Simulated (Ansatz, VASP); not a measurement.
**CdS: VASP beside Ansatz**

```xyz
2
Lattice="0.0000 2.9671 2.9671 2.9671 0.0000 2.9671 2.9671 2.9671 0.0000" Properties=species:S:1:pos:R:3 pbc="T T T"
Cd    0.0000    0.0000    0.0000
S     4.4506    4.4506    4.4506
```

Change from the starting cell: volume scaled by 1.06, PAW files.

Alike in both runs: task electric field gradients; functional PBE; k mesh 9 × 9 × 9; occupations fermi-dirac, width 0.03 eV; no spin polarisation.

|  | VASP | Ansatz |
| --- | --- | --- |
| version | VASP 6.6.1 | Ansatz 0.2.0 |
| potentials or method | VASP PAW PBE potentials, release 64 (Cd, S) | PAW with Ansatz's default frozen-core files, scalar-relativistic |
| plane-wave cutoff (eV) | 520 | 420 |
| valence electrons in the cell | 18 | 26 |

|  | VASP | Ansatz | Ansatz less VASP |
| --- | --- | --- | --- |
| pressure (GPa) | 0.1 | -0.2 | -0.29 |

VASP's potentials hold 18 valence electrons a cell and Ansatz's 26, so a difference there can come from the potentials and not from the codes.
